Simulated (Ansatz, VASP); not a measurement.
## One calculation of C, two programs

The input INCAR:

```
SYSTEM = C
  ALGO = Normal
  EDIFF = 1E-7
  ENCUT = 520
  ISIF = 2
  ISMEAR = 0
  LASPH = .TRUE.
  LCHARG = .TRUE.
  LELF = .TRUE.
  LREAL = .FALSE.
  LVHAR = .TRUE.
  LWAVE = .FALSE.
  NBANDS = 26
  NELM = 100
  PREC = Accurate
  SIGMA = 0.05
```

The input KPOINTS:

```
k-points
0
G
  6 6 10
  0 0 0
```

File POSCAR:

```
C
1.0
    2.1032727620     -4.3337146136      0.0000000000
    2.1032727620      4.3337146136      0.0000000000
    0.0000000000      0.0000000000      2.4856616114
C
8
Direct
    0.6482879639      0.9815881366      0.0000000000
    0.3517120361      0.0184118634      0.0000000000
    0.0184118634      0.3517120361      0.0000000000
    0.9815881366      0.6482879639      0.0000000000
    0.4150183215      0.2672003636      0.5990141778
    0.5954459046      0.7739231852      0.5000000000
    0.7739231852      0.5954459046      0.5000000000
    0.2260768148      0.4045540954      0.5000000000
```

Input for Ansatz:

```yaml
crystal:
  lattice:
    - [2.103272762, -4.3337146136, 0.0]
    - [2.103272762, 4.3337146136, 0.0]
    - [0.0, 0.0, 2.4856616114]
  atoms:
    - { symbol: C, position: [0.6482879639, 0.9815881366, 0.0] }
    - { symbol: C, position: [0.3517120361, 0.0184118634, 0.0] }
    - { symbol: C, position: [0.0184118634, 0.3517120361, 0.0] }
    - { symbol: C, position: [0.9815881366, 0.6482879639, 0.0] }
    - { symbol: C, position: [0.4150183215, 0.2672003636, 0.5990141778] }
    - { symbol: C, position: [0.5954459046, 0.7739231852, 0.5] }
    - { symbol: C, position: [0.7739231852, 0.5954459046, 0.5] }
    - { symbol: C, position: [0.2260768148, 0.4045540954, 0.5] }
basis:
  ecutwfc: 420
kpoints:
  mp_grid: { grid: [6, 6, 10] }
hamiltonian:
  xc: lda
scf:
  occupations: { method: gaussian, width: 0.05 }
output:
  forces: true
  stress: true
  eigenvalues: true
```

Alike in both runs: task single point; functional LDA; k mesh 6 × 6 × 10; occupations gaussian, width 0.05 eV; no spin polarisation.

|  | VASP | Ansatz |
| --- | --- | --- |
| version | VASP 6.6.1 | Ansatz 0.2.0 |
| potentials or method | VASP PAW LDA potentials, release 64 (C), cutoff 520 eV | scalar-relativistic, plane waves, PAW |
| valence electrons in the cell | 32 | 32 |

```csv
,VASP,Ansatz,Ansatz less VASP
gap on the k mesh at the Fermi level (eV),0.95,0.97,+0.014
least direct gap on the mesh (eV),2.26,2.25,0.000
pressure (GPa),9.4,7.9,-1.53
"traceless stress, the component that is largest in VASP (GPa)",2.70,2.61,-0.092
rms of the force components (eV/Å),2.008,2.000,-0.0076
```

LDA's correlation is that of Perdew and Zunger in VASP and of Perdew and Wang (1992) in Ansatz. Atom by atom the forces differ by 0.017 eV/Å (rms over components).
